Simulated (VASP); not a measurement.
Set up this calculation in VASP 6.6.1, as the native input.

```
Task                   : single point
Functional             : PBE
Potentials or basis    : VASP PAW PBE potentials, release 64 (Pt, S)
Cutoff                 : 520 eV
k mesh                 : 8 × 8 × 4
Occupations            : gaussian, width 0.05 eV
Spin                   : non-collinear spin, zero start, spin-orbit coupling
Starting moments       : [[0.0, 0.0, 0.0], [0.0, 0.0, 0.0], [0.0, 0.0, 0.0]] μB
Dipole correction      : no
Further INCAR settings : ALGO = Normal; EDIFF = 1e-06; NBANDS = 35
```

The structure of PtS2 lies in POSCAR:

```
PtS2
1.0
    3.5750232019      0.0000000000      0.0000000000
   -1.7875116009      3.0960609120      0.0000000000
    0.0000000000      0.0000000000      6.4298417778
Pt S
1 2
Direct
    0.0000000000      0.0000000000      0.0000000000
    0.3333333333      0.6666666667      0.1913716893
    0.6666666667      0.3333333333      0.8086283107
```

These files were run (other wordings do the same):

INCAR

```
SYSTEM = PtS2
PREC     = Accurate       ! precision mode
ENCUT    = 520            ! plane-wave cutoff, eV
EDIFF    = 1E-6           ! SCF threshold, eV
ISMEAR   = 0              ! smearing method
SIGMA    = 0.05           ! smearing width, eV
LREAL    = .False.        ! projectors in reciprocal space
LASPH    = .True.         ! aspherical terms in the spheres
NELM     = 150            ! most SCF steps
ALGO     = Normal         ! electronic algorithm
ISIF     = 2              ! what is computed and relaxed
LWAVE    = .False.        ! write WAVECAR
LCHARG   = .False.        ! write CHGCAR
MAGMOM   = 0 0 0 0 0 0 0 0 0 ! initial moments
LORBIT   = 11             ! projections on sites
LSORBIT  = .True.         ! spin-orbit coupling
GGA_COMPAT= .False.      
LORBMOM  = .True.       
LMAXMIX  = 4              ! l up to which the mixer works
GGA      = PE             ! functional
NBANDS   = 35             ! bands
```

KPOINTS

```
regular mesh
0
Gamma
  8 8 4
  0 0 0
```

Potentials or basis: VASP PAW PBE potentials, release 64 (Pt, S).

Launch:

```sh
$ cat potpaw_PBE.64/Pt/POTCAR potpaw_PBE.64/S/POTCAR > POTCAR
$ mpirun -np 1 vasp_ncl > vasp.out
```

Results of the run:

```
Pressure                                              : -0.2 GPa
Largest force                                         : 0.020 eV/Å
Net moment                                            : 0.00 μB per cell
Valence electrons inside the program's atomic spheres : Pt 9.39; S 3.63
```

Caveat: this functional lacks dispersion, which binds layers or chains, so the pressure and a relaxed spacing across them are unreliable.

Wall time 3.7 min on 1 thread of AMD EPYC 7R13, with other jobs on the host, peak memory 0.37 GiB.
